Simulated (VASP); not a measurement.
# Ti (P6/mmm) in VASP: settings compared, part 2 of 2

VASP 6.6.1.

### Step 3. Vibrations by perturbation theory, PBE

Contents of INCAR:

```
PREC = Accurate
ENCUT = 520
EDIFF = 1E-8
ISMEAR = -1
SIGMA = 0.05
LREAL = False
LASPH = True
NELM = 60
ALGO = Normal
ISIF = 2
LWAVE = False
LCHARG = False
GGA = PE
NBANDS = 25
IBRION = 8
NSW = 1
```

Contents of KPOINTS:

```
regular mesh
0
Gamma
  5 5 7
```

Contents of POSCAR:

```
Ti
1.0
    4.5673748306      0.0000000000      0.0000000000
   -2.2836874153      3.9554626319      0.0000000000
    0.0000000000      0.0000000000      2.8262442700
Ti
3
Direct
    0.6666666667      0.3333333333      0.5000000000
    0.3333333333      0.6666666667      0.5000000000
    0.0000000000      0.0000000000      0.0000000000
```

Potentials or basis: VASP PAW PBE potentials, release 64 (Ti_sv).

Command:

```console
$ cat potpaw_PBE.64/Ti_sv/POTCAR > POTCAR
$ mpirun -np 1 vasp_std > vasp.out
```

OUTCAR:

```text
PREC = Accurate
   ENCUT = 520
   EDIFF = 1E-8
   ISMEAR = -1
   LREAL = False
   LASPH = True
   NELM = 60
   ISIF = 2
   GGA = PE
   IBRION = 8
   NSW = 1

 ion  position               nearest neighbor table
   1  0.667  0.333  0.500-   2 2.64   2 2.64   2 2.64
   2  0.333  0.667  0.500-   1 2.64   1 2.64   1 2.64
   3  0.000  0.000  0.000-

  LATTYP: Found a hexagonal cell.
 ALAT       =     4.5673748306
 C/A-ratio  =     0.6187896494

  Lattice vectors:

 A1 = (   4.5673748306,   0.0000000000,   0.0000000000)
 A2 = (  -2.2836874153,   3.9554626319,   0.0000000000)
 A3 = (   0.0000000000,   0.0000000000,   2.8262442700)

Analysis of symmetry for initial positions (statically):
=====================================================================
 Subroutine PRICEL returns:
 Original cell was already a primitive cell.

 Routine SETGRP: Setting up the symmetry group for a
 hexagonal supercell.

 Subroutine GETGRP returns: Found 24 space group operations
 (whereof 24 operations were pure point group operations)
 out of a pool of 24 trial point group operations.

The static configuration has the point symmetry D_6h.

Analysis of symmetry for dynamics (positions and initial velocities):
=====================================================================
 Subroutine PRICEL returns:
 Original cell was already a primitive cell.

 Routine SETGRP: Setting up the symmetry group for a
 hexagonal supercell.

 Subroutine GETGRP returns: Found 24 space group operations
 (whereof 24 operations were pure point group operations)
 out of a pool of 24 trial point group operations.

The dynamic configuration has the point symmetry D_6h.

 Subroutine INISYM returns: Found 24 space group operations
 (whereof 24 operations are pure point group operations),
 and found     1 'primitive' translations

----------------------------------------------------------------------------------------

                                     Primitive cell

  volume of cell :      51.0592

  direct lattice vectors                    reciprocal lattice vectors
     4.567374831  0.000000000  0.000000000     0.218944150  0.126407464  0.000000000
    -2.283687415  3.955462632  0.000000000     0.000000000  0.252814928  0.000000000
     0.000000000  0.000000000  2.826244270     0.000000000  0.000000000  0.353826458
[... 140 lines left out ...]
      1     -48.4403      2.00000
      2     -48.1789      2.00000
      3     -48.0120      2.00000
      4     -24.7561      2.00000
      5     -24.7561      2.00000
      6     -24.6499      2.00000
[... 549 lines left out ...]
     24      10.8428      0.00000
     25      11.7171      0.00000

------------------------ aborting loop because EDIFF is reached ----------------------------------------

  FORCE on cell =-STRESS in cart. coord.  units (eV):
  Direction    XX          YY          ZZ          XY          YZ          ZX
  --------------------------------------------------------------------------------------
  -------------------------------------------------------------------------------------
  Total        0.1642150      0.1642150      0.2771497      0.0000000     -0.0000000      0.0000000
  in kB        5.1528759      5.1528759      8.6966372      0.0000000     -0.0000000      0.0000000
  external PRESSURE =       6.3341296 kB  Pullay stress =       0.0000000 kB

 VOLUME and BASIS-vectors are now :
 -----------------------------------------------------------------------------
  energy-cutoff  :      520.00
  volume of cell :       51.06
      direct lattice vectors                 reciprocal lattice vectors
     4.567374831  0.000000000  0.000000000     0.218944150  0.126407464  0.000000000
    -2.283687415  3.955462632  0.000000000     0.000000000  0.252814928  0.000000000
     0.000000000  0.000000000  2.826244270     0.000000000  0.000000000  0.353826458

 POSITION                                       TOTAL-FORCE (eV/Angst)
 -----------------------------------------------------------------------------------
      2.28369      1.31849      1.41312        -0.000000      0.000000     -0.000000
     -0.00000      2.63698      1.41312         0.000000      0.000000      0.000000
      0.00000      0.00000      0.00000         0.000000      0.000000     -0.000000
 -----------------------------------------------------------------------------------
    total drift:                                0.000000      0.000000     -0.000000

  FREE ENERGIE OF THE ION-ELECTRON SYSTEM (eV)
  ---------------------------------------------------
  free  energy   TOTEN  =       -23.5225095110 eV

  energy  without entropy=      -23.4933905082  energy(sigma->0) =      -23.50795001

[... ionic steps 2 to 9 ...]

--------------------------------------- Ionic step       10  -------------------------------------------

------------------------ aborting loop because EDIFF is reached ----------------------------------------

[... ionic steps 11 to 11 ...]

--------------------------------------- Ionic step       12  -------------------------------------------

 Free energy of the ion-electron system (eV)
  ---------------------------------------------------
  ---------------------------------------------------
  free energy    TOTEN  =        -0.54494270 eV

  energy without entropy =       -0.54494272

------------------------ aborting loop because EDIFF is reached ----------------------------------------

 INTERNAL STRAIN TENSOR  FOR ION    3  DIRECTION 3   (eV/Angst):
 -----------------------------------------------------------------------------
     0.00412  0.00000  0.00000
     0.00000  0.00412 -0.00000
     0.00000 -0.00000  0.06047

 INTERNAL STRAIN TENSOR FOR ION    3 for displacements in x,y,z  (eV/Angst):
          X           Y           Z          XY          YZ          ZX
  --------------------------------------------------------------------------------
  x     0.00000     0.00000     0.00000     0.00000     0.00000     0.00000
  y     0.00000     0.00000     0.00000     0.00000     0.00000     0.00000
  z     0.00000     0.00000     0.00000     0.00000     0.00000     0.00000

 SECOND DERIVATIVES (NOT SYMMETRIZED)
 ------------------------------------
               1X          1Y          1Z          2X          2Y          2Z          3X          3Y          3Z
  1X    -3.888001    0.000000    0.000000    2.684822    0.000000    0.000000    1.203180   -0.000000    0.000000
  1Y    -0.000000   -3.888001    0.000000    0.000000    2.684822    0.000000   -0.000000    1.203180    0.000000
  1Z     0.000000    0.000000   -3.031574    0.000000    0.000000    0.138446    0.000000   -0.000000    2.893127
  2X     2.684822    0.000000    0.000000   -3.888001    0.000000    0.000000    1.203180   -0.000000    0.000000
  2Y     0.000000    2.684822    0.000000   -0.000000   -3.888001    0.000000   -0.000000    1.203180    0.000000
  2Z     0.000000    0.000000    0.138446    0.000000    0.000000   -3.031574    0.000000   -0.000000    2.893127
  3X     1.232681    0.000000    0.000000    1.232681    0.000000    0.000000   -2.465363    0.000000    0.000000
  3Y     0.000000    1.232681    0.000000    0.000000    1.232681    0.000000    0.000000   -2.465363    0.000000
  3Z     0.000000   -0.000000    2.898348    0.000000   -0.000000    2.898348    0.000000   -0.000000   -5.796697

 Eigenvectors and eigenvalues of the dynamical matrix
 ----------------------------------------------------

   1 f  =    6.660076 THz    41.846492 2PiTHz  222.156227 cm-1    27.543849 meV
             X         Y         Z           dx          dy          dz
      2.283687  1.318488  1.413122    -0.000000    0.000000   -0.408003
     -0.000000  2.636975  1.413122    -0.000000    0.000000   -0.408003
      0.000000  0.000000  0.000000     0.000000   -0.000000    0.816742
[... 43 lines left out ...]
   9 f/i=    0.024607 THz     0.154608 2PiTHz    0.820790 cm-1     0.101765 meV
             X         Y         Z           dx          dy          dz
      2.283687  1.318488  1.413122     0.572956    0.087919   -0.000000
     -0.000000  2.636975  1.413122     0.572956    0.087919   -0.000000
      0.000000  0.000000  0.000000     0.566072    0.086863   -0.000000

--------------------------------------------------------------------------------------------------------

 ELASTIC MODULI CONTR FROM IONIC RELAXATION (kBar)
 Direction    XX          YY          ZZ          XY          YZ          ZX
 --------------------------------------------------------------------------------
 XX          -0.4012      0.4012      0.0000      0.0000     -0.0000      0.0000
 YY           0.4012     -0.4012     -0.0000     -0.0000      0.0000      0.0000
 ZZ           0.0000     -0.0000     -0.0000     -0.0000      0.0000      0.0000
 XY           0.0000     -0.0000     -0.0000     -0.4012     -0.0000      0.0000
 YZ          -0.0000      0.0000      0.0000     -0.0000     -0.0000      0.0000
 ZX           0.0000      0.0000      0.0000      0.0000      0.0000      0.0000
 --------------------------------------------------------------------------------
```

OSZICAR:

```text
N       E                     dE             d eps       ncg     rms          rms(c)
DAV:   1     0.434520390338E+03    0.43452E+03   -0.18713E+04  1000   0.179E+03
DAV:   2     0.227381109119E+02   -0.41178E+03   -0.40515E+03  1026   0.521E+02
[... 115 lines left out ...]
RMM:  18    -0.544942544497E+00   -0.21272E-06   -0.14113E-06  2354   0.619E-04    0.707E-05
RMM:  19    -0.544942811582E+00   -0.26709E-06    0.91313E-08  2244   0.543E-04    0.730E-05
RMM:  20    -0.544942741645E+00    0.69937E-07   -0.11224E-06  2249   0.496E-04    0.848E-05
RMM:  21    -0.544942729623E+00    0.12022E-07   -0.39054E-07  2363   0.455E-04    0.946E-05
RMM:  22    -0.544942677035E+00    0.52588E-07   -0.69974E-07  2314   0.411E-04    0.106E-04
RMM:  23    -0.544942700230E+00   -0.23195E-07   -0.63943E-07  2278   0.380E-04    0.997E-05
 Linear response finished
```

stdout:

```text
POSCAR found type information on POSCAR Ti
 POSCAR found :  1 types and       3 ions
 scaLAPACK will be used
 LDA part: xc-table for (Slater+PW92), standard interpolation
 POSCAR, INCAR and KPOINTS ok, starting setup
 FFT: planning ... GRIDC
 FFT: planning ... GRID_SOFT
 FFT: planning ... GRID
 WAVECAR not read
 entering main loop
 Linear response reoptimize wavefunctions to high precision
 Linear response DOF=           4
 Linear response progress:
 first order change of Fermi-energy   0.37615E-03
 force on displaced ion       1 direction 1 :  -3.888  -0.002   0.000
 Linear response progress:
 first order change of Fermi-energy  -0.75405E-03
 force on displaced ion       1 direction 3 :   0.000   0.000  -3.032
 Linear response progress:
 first order change of Fermi-energy  -0.75377E-03
 force on displaced ion       3 direction 1 :  -2.465   0.000   0.000
 Linear response progress:
 first order change of Fermi-energy   0.22313E-03
 force on displaced ion       3 direction 3 :   0.000  -0.000  -5.797
 Linear response finished
```

It took 14 min on 1 thread of Intel Xeon 8259CL, shared host; peak memory 0.28 GiB.

Results:

```yaml
Highest_phonon_frequency_at_Γ: 222 cm⁻¹
```

Phonon frequencies in cm⁻¹ (negative: imaginary):
| q point | frequencies |
| --- | --- |
| (0.000, 0.000, 0.000) | -1 -1 0 134 144 144 193 193 222 |
